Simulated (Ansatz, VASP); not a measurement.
**Two plane-wave programs on Ge**

```
CELL_PARAMETERS angstrom
3.00765 0.00000 0.00000
-1.50383 2.60470 0.00000
0.00000 0.00000 4.91150
ATOMIC_POSITIONS crystal
Ge 0.33333 0.66667 0.25000
Ge 0.66667 0.33333 0.75000
```

Alike in both runs: task relaxation of cell and atoms; functional BLYP; k mesh 12 × 12 × 7; occupations fermi-dirac, width 0.1 eV; no spin polarisation.

```csv
,VASP,Ansatz
version,VASP 6.6.1,Ansatz 0.2.0
potentials or method,"VASP PAW PBE potentials, release 64 (Ge_d), cutoff 600 eV","plane waves (420 eV) with PAW, scalar-relativistic"
valence electrons in the cell,28,28
```

|  | VASP | Ansatz | Ansatz less VASP |
| --- | --- | --- | --- |
| relaxed volume (Å³/atom) | 21.61 | 21.56 | -0.043 |
| relaxed cell length with the largest relative difference (Å) | 3.185 | 3.181 | -0.0033 |

VASP's potentials were made for PBE, not for BLYP.
